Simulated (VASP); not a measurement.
# WC (P-6m2) in VASP: notebook, part 2 of 2

VASP 6.6.1. The steps go on from the part before.

## 4. Single point, r2SCAN

This run uses another cell than the first one, of 10.00 Å³/atom.

The input, POSCAR:

```
WC
1.0
    2.8734731098      0.0000000029      0.0000000000
   -1.4367365574      2.4885007087      0.0000000000
    0.0000000000      0.0000000000      2.7978455300
W C
1 1
Direct
    0.0000000000      0.0000000000      0.0000000000
    0.6666666667      0.3333333333      0.5000000000
```

The input, INCAR.step1:

```
PREC     = Accurate       # precision mode
ENCUT    = 520            # plane-wave cutoff, eV
ISMEAR   = -1             # smearing method
SIGMA    = 0.1            # smearing width, eV
LREAL    = F              # projectors in reciprocal space
LASPH    = T              # aspherical terms in the spheres
NELM     = 100            # most SCF steps
NBANDS   = 16             # bands
GGA      = PE             # functional
ALGO     = Normal         # electronic algorithm
EDIFF    = 1E-4           # SCF threshold, eV
LWAVE    = T              # write WAVECAR
LCHARG   = F              # write CHGCAR
```

The input, INCAR.step2:

```
PREC     = Accurate       # precision mode
ENCUT    = 520            # plane-wave cutoff, eV
EDIFF    = 1E-6           # SCF threshold, eV
ISMEAR   = -1             # smearing method
SIGMA    = 0.1            # smearing width, eV
LREAL    = F              # projectors in reciprocal space
LASPH    = T              # aspherical terms in the spheres
NELM     = 100            # most SCF steps
ALGO     = Normal         # electronic algorithm
ISIF     = 2              # what is computed and relaxed
LWAVE    = F              # write WAVECAR
LCHARG   = F              # write CHGCAR
METAGGA  = R2SCAN         # meta-GGA
LMIXTAU  = T            
NBANDS   = 16             # bands
ISTART   = 1
```

The input, KPOINTS:

```
regular mesh
0
Gamma
  13 13 12
```

Potentials or basis: VASP PAW PBE potentials, release 64 (W_sv, C).

Run with:

```
$ cat potpaw_PBE.64/W_sv/POTCAR potpaw_PBE.64/C/POTCAR > POTCAR
$ cp INCAR.step1 INCAR
$ mpirun -np 1 vasp_std > vasp.out
$ cp INCAR.step2 INCAR
$ mpirun -np 1 vasp_std > vasp.out
```

OUTCAR:

```text
PREC = Accurate
   ENCUT = 520
   EDIFF = 1E-6
   ISMEAR = -1
   LREAL = F
   LASPH = T
   NELM = 100
   ISIF = 2
   METAGGA = R2SCAN
   ISTART = 1

 ion  position               nearest neighbor table
   1  0.000  0.000  0.000-   2 2.17   2 2.17   2 2.17   2 2.17   2 2.17   2 2.17
   2  0.667  0.333  0.500-   1 2.17   1 2.17   1 2.17   1 2.17   1 2.17   1 2.17

  LATTYP: Found a hexagonal cell.
 ALAT       =     2.8734731098
 C/A-ratio  =     0.9736807769

  Lattice vectors:

 A1 = (   2.8734731098,   0.0000000029,   0.0000000000)
 A2 = (  -1.4367365574,   2.4885007087,   0.0000000000)
 A3 = (   0.0000000000,   0.0000000000,   2.7978455300)

Analysis of symmetry for initial positions (statically):
=====================================================================
 Subroutine PRICEL returns:
 Original cell was already a primitive cell.

 Routine SETGRP: Setting up the symmetry group for a
 hexagonal supercell.

 Subroutine GETGRP returns: Found 12 space group operations
 (whereof 12 operations were pure point group operations)
 out of a pool of 24 trial point group operations.

The static configuration has the point symmetry D_3h.

Analysis of symmetry for dynamics (positions and initial velocities):
=====================================================================
 Subroutine PRICEL returns:
 Original cell was already a primitive cell.

 Routine SETGRP: Setting up the symmetry group for a
 hexagonal supercell.

 Subroutine GETGRP returns: Found 12 space group operations
 (whereof 12 operations were pure point group operations)
 out of a pool of 24 trial point group operations.

The dynamic configuration has the point symmetry D_3h.

 Subroutine INISYM returns: Found 12 space group operations
 (whereof 12 operations are pure point group operations),
 and found     1 'primitive' translations

----------------------------------------------------------------------------------------

                                     Primitive cell

  volume of cell :      20.0064

  direct lattice vectors                    reciprocal lattice vectors
     2.873473110  0.000000003  0.000000000     0.348010913  0.200924195  0.000000000
    -1.436736557  2.488500709  0.000000000    -0.000000000  0.401848388  0.000000000
     0.000000000  0.000000000  2.797845530     0.000000000  0.000000000  0.357417874

  length of vectors
     2.873473110  2.873473110  2.797845530     0.401848388  0.401848388  0.357417874

  position of ions in fractional coordinates (direct lattice)
     0.000000000  0.000000000  0.000000000
     0.666666667  0.333333333  0.500000000

  ion indices of the primitive-cell ions
   primitive index   ion index
                 1           1
                 2           2

----------------------------------------------------------------------------------------

 KPOINTS: regular mesh

Automatic generation of k-mesh.
 Grid dimensions read from file:
 generate k-points for:   13   13   12

 Generating k-lattice:

  Cartesian coordinates                     Fractional coordinates (reciprocal lattice)
     0.026770070  0.015455707  0.000000000     0.076923077  0.000000000  0.000000000
    -0.000000000  0.030911414  0.000000000    -0.000000000  0.076923077  0.000000000
     0.000000000  0.000000000  0.029784823     0.000000000  0.000000000  0.083333333

  Length of vectors
     0.030911414  0.030911414  0.029784823

  Shift w.r.t. Gamma in fractional coordinates (k-lattice)
     0.000000000  0.000000000  0.000000000

 Subroutine IBZKPT returns following result:
 ===========================================

 Found    147 irreducible k-points:

 Following reciprocal coordinates:
            Coordinates               Weight
  0.000000  0.000000  0.000000      1.000000
  0.076923  0.000000  0.000000      6.000000
  0.153846  0.000000  0.000000      6.000000
  0.230769  0.000000  0.000000      6.000000
  0.307692  0.000000  0.000000      6.000000
  0.384615  0.000000  0.000000      6.000000
[... 16 lines left out ...]
  0.076923  0.000000  0.083333     12.000000
  0.153846  0.000000  0.083333     12.000000
 [... further k-points ...]
   k-points           NKPTS =    147   k-points in BZ     NKDIM =    147   number of bands    NBANDS=     16
   number of dos      NEDOS =    301   number of ions     NIONS =      2
   total plane-waves  NPLWV =  13824
   dimension x,y,z NGX =    24 NGY =   24 NGZ =   24
   dimension x,y,z NGXF=    48 NGYF=   48 NGZF=   48
   ions per type =               1   1
   NGX,Y,Z   is equivalent  to a cutoff of  13.89, 13.89, 14.26 a.u.
   NGXF,Y,Z  is equivalent  to a cutoff of  27.77, 27.77, 28.52 a.u.
 SYSTEM =  unknown system
   PREC   = accura    normal or accurate (medium, high low for compatibility)
   ISTART =      1    job   : 0-new  1-cont  2-samecut
   ICHARG =      0    charge: 1-file 2-atom 10-const
   ISPIN  =      1    spin polarized calculation?
   LNONCOLLINEAR =      F non collinear calculations
   LSORBIT =      F    spin-orbit coupling
   LASPH  =      T    aspherical Exc in radial PAW
   ENCUT  =  520.0 eV  38.22 Ry    6.18 a.u.   5.34  5.34  5.20*2*pi/ulx,y,z
   NELM   =    100;   NELMIN=  2; NELMDL=  0     # of ELM steps
   EDIFF  = 0.1E-05   stopping-criterion for ELM
   LREAL  =      F    real-space projection
   EDIFFG = 0.1E-04   stopping-criterion for IOM
   NSW    =      0    number of steps for IOM
   IBRION =     -1    ionic relax: 0-MD 1-quasi-New 2-CG
   NFREE  =      0    steps in history (QN), initial steepest desc. (CG)
   ISIF   =      2    stress and relaxation
   ISYM   =      2    0-nonsym 1-usesym 2-fastsym
   POTIM  = 0.5000    time-step for ionic-motion
   TEBEG  =    0.0;   TEEND  =   0.0 temperature during run
   PSTRESS=    0.0 pullay stress
   NELECT =      18.0000    total number of electrons
   NUPDOWN=      -1.0000    fix difference up-down
   EMIN   =  10.00;   EMAX   =-10.00  energy-range for DOS
   EFERMI =   0.00;   METHOD = LEGACY
   ISMEAR =    -1;   SIGMA  =   0.10  broadening in eV -4-tet -1-fermi 0-gaus
   EFERMI_NEDOS =   21; number of points for ismear=-14 and -15
   IALGO  =     38    algorithm
   IMIX   =      4    mixing-type and parameters
     AMIX     =   0.40;   BMIX     =  1.00
     AMIX_MAG =   1.60;   BMIX_MAG =  1.00
  volume/ion in A,a.u.               =      10.00        67.50
  Fermi-wavevector in a.u.,A,eV,Ry     =   1.580433  2.986586 33.984208  2.497769
  Thomas-Fermi vector in A             =   2.680661
   LORBIT       =      0    0 simple, 1 ext, 2 COOP (PROOUT), +10 PAW based schemes
   METAGGA = R2SCAN    functional components
   LHFCALC =     F    Hartree Fock is set to
   AEXX    =    0.0000 exact exchange contribution
   IVDW    =     0    specifies the selected vdW correction
   LEPSILON=     F    determine dielectric tensor
   LRPA    =     F    only Hartree local field effects (RPA)
 non-spin polarized calculation
  energy-cutoff  :      520.00
  volume of cell :       20.01
 maximum number of plane-waves:       559
 NGX is ok and might be reduce to    24
   NGX = 11   NGY = 11   NGZ = 11

 number of electron      18.0000000 magnetization

 Free energy of the ion-electron system (eV)
  ---------------------------------------------------
  ext. energy  EPLUGINS =         0.00000000
  ---------------------------------------------------
  free energy    TOTEN  =       -61.56195142 eV

  energy without entropy =      -61.55324248  energy(sigma->0) =      -61.55759695

 E-fermi :  11.5160     XC(G=0): -15.2049

 val. band max:       11.4811039057   @ k =   0.0769   0.0000   0.3333
 cond. band min:      11.5271084675   @ k =   0.0769   0.0769   0.5000
 fundamental gap:      0.0460045618
 Fermi energy:        11.5159697185

 k-point     1 :       0.0000    0.0000    0.0000
  band No.  band energies     occupation
      1     -64.3684      2.00000
      2     -27.6669      2.00000
      3     -27.5558      2.00000
      4     -27.5558      2.00000
      5      -4.0387      2.00000
      6       6.7831      2.00000
[... 8 lines left out ...]
     15      27.1575      0.00000
     16      29.4181      0.00000
[... 419 lines left out ...]
 k-point    24 :       0.1538    0.0000    0.0833
  band No.  band energies     occupation
      1     -64.3483      2.00000
      2     -27.7730      2.00000
      3     -27.6997      2.00000
      4     -27.6000      2.00000
      5      -3.2242      2.00000
      6       6.5986      2.00000
[... 8 lines left out ...]
     15      26.2758      0.00000
     16      30.6585      0.00000

 [... further k-points ...]

------------------------ aborting loop because EDIFF is reached ----------------------------------------

  FORCE on cell =-STRESS in cart. coord.  units (eV):
  Direction    XX          YY          ZZ          XY          YZ          ZX
  --------------------------------------------------------------------------------------
  -------------------------------------------------------------------------------------
  Total        2.3739220      2.3739220      2.7448828      0.0000000      0.0000000      0.0000000
  in kB      190.1115037    190.1115037    219.8192658      0.0000000      0.0000000      0.0000000
  external PRESSURE =     200.0140910 kB  Pullay stress =       0.0000000 kB

 VOLUME and BASIS-vectors are now :
 -----------------------------------------------------------------------------
  energy-cutoff  :      520.00
  volume of cell :       20.01
      direct lattice vectors                 reciprocal lattice vectors
     2.873473110  0.000000003  0.000000000     0.348010913  0.200924195  0.000000000
    -1.436736557  2.488500709  0.000000000    -0.000000000  0.401848388  0.000000000
     0.000000000  0.000000000  2.797845530     0.000000000  0.000000000  0.357417874

 POSITION                                       TOTAL-FORCE (eV/Angst)
 -----------------------------------------------------------------------------------
      0.00000      0.00000      0.00000         0.000000     -0.000000      0.000000
      1.43674      0.82950      1.39892        -0.000000      0.000000      0.000000
 -----------------------------------------------------------------------------------
    total drift:                               -0.000000      0.000000      0.000000

  FREE ENERGIE OF THE ION-ELECTRON SYSTEM (eV)
  ---------------------------------------------------
  free  energy   TOTEN  =       -61.5619514162 eV

  energy  without entropy=      -61.5532424813  energy(sigma->0) =      -61.55759695
```

Wall time 2.7 min (1 thread of Intel Xeon 8259CL, shared host); peak memory 0.18 GiB.

What came out:

- Free energy: -61.5620 eV
- Pressure: 20.0 GPa
- Band gap on the k mesh: zero (bands 9 and 10 overlap by 1.37 eV)

Stress tensor (GPa, compression positive):
```
19.01  0.00  0.00
 0.00 19.01  0.00
 0.00  0.00 21.98
```

Levels at points of the mesh, in eV from the Fermi level:
```csv
k point,band 7,band 8,band 9,band 10,band 11,band 12
"(0.00, 0.00, 0.00)",-3.69,-3.69,0.11,3.58,3.58,6.17
"(0.00, 0.00, 0.50)",-2.24,-2.24,-0.64,-0.64,4.00,4.91
```

Caveat: the cell stands under pressure; the PAW data sets were made with another functional, which shifts forces and pressure a little; spin-orbit coupling is left out, which moves the levels of the heavy elements.

## 5. Single point, r2SCAN

This run uses another cell than the first one, of 10.21 Å³/atom.

The input, POSCAR:

```
WC
1.0
    2.8932907981      0.0000000000      0.0000000000
   -1.4466453990      2.5056633317      0.0000000000
    0.0000000000      0.0000000000      2.8171416300
W C
1 1
Direct
    0.0000000000      0.0000000000      0.0000000000
    0.6666666667      0.3333333333      0.5000000000
```

The input, INCAR.step1:

```
PREC = Accurate
ENCUT = 520
ISMEAR = -1
SIGMA = 0.1
LREAL = F
LASPH = T
NELM = 60
NBANDS = 16
GGA = PE
ALGO = Normal
EDIFF = 1E-4
LWAVE = T
LCHARG = F
```

The input, INCAR.step2:

```
PREC = Accurate
ENCUT = 520
EDIFF = 1E-7
ISMEAR = -1
SIGMA = 0.1
LREAL = F
LASPH = T
NELM = 60
ALGO = Normal
ISIF = 2
LWAVE = F
LCHARG = F
METAGGA = R2SCAN
LMIXTAU = T
NBANDS = 16
ISTART = 1
```

The input, KPOINTS:

```
Automatic mesh
0
Gamma
  13 13 12
```

Run with:

```
$ cat potpaw_PBE.64/W_sv/POTCAR potpaw_PBE.64/C/POTCAR > POTCAR
$ cp INCAR.step1 INCAR
$ mpirun -np 1 vasp_std > vasp.out
$ cp INCAR.step2 INCAR
$ mpirun -np 1 vasp_std > vasp.out
```

It took 3.2 min on 1 thread of Intel Xeon 8259CL, shared host; peak memory 0.18 GiB.

Results (log left out):

```
Free energy            : -61.6016 eV
Pressure               : 10.4 GPa
Band gap on the k mesh : zero (bands 9 and 10 overlap by 1.34 eV)
```

Stress tensor (GPa, compression positive):
```
 9.89  0.00  0.00
 0.00  9.89  0.00
 0.00  0.00 11.40
```

Levels at points of the mesh, in eV from the Fermi level:
```csv
k point,band 6,band 7,band 8,band 9,band 10,band 11,band 12,band 13
"(0.00, 0.00, 0.00)",-4.60,-3.59,-3.59,0.11,3.48,3.48,6.05,6.05
"(0.00, 0.00, 0.50)",-9.13,-2.18,-2.18,-0.61,-0.61,3.92,4.86,4.86
```

Caveat: the cell stands under pressure; the PAW data sets were made with another functional, which shifts forces and pressure a little; spin-orbit coupling is left out, which moves the levels of the heavy elements.

## 6. Summary

| cell | k mesh | gap on the mesh (eV) | pressure (GPa) |
| --- | --- | --- | --- |
| a = 2.913, b = 2.913, c = 2.836 Å, angles 90.0, 90.0, 120.0°, 2 atoms | 12 × 12 × 11 | none | 1.7 |
| a = 2.853, b = 2.853, c = 2.778 Å, angles 90.0, 90.0, 120.0°, 2 atoms | 13 × 13 × 12 | none | 30.8 |
| a = 2.873, b = 2.873, c = 2.798 Å, angles 90.0, 90.0, 120.0°, 2 atoms | 13 × 13 × 12 | none | 20.0 |
| a = 2.893, b = 2.893, c = 2.817 Å, angles 90.0, 90.0, 120.0°, 2 atoms | 13 × 13 × 12 | none | 10.4 |

Alike in all rows: task single point; level r2SCAN; potentials or basis VASP PAW PBE potentials, release 64 (W_sv, C); no spin polarisation; cutoff (eV) 520; smearing fermi-dirac 0.1 eV.

Caveats: the PAW data sets were made with another functional, which shifts forces and pressure a little; spin-orbit coupling is left out, which moves the levels of the heavy elements; the cell stands under pressure (at least some runs).

Absolute energies hang on the potentials; compare differences alone.
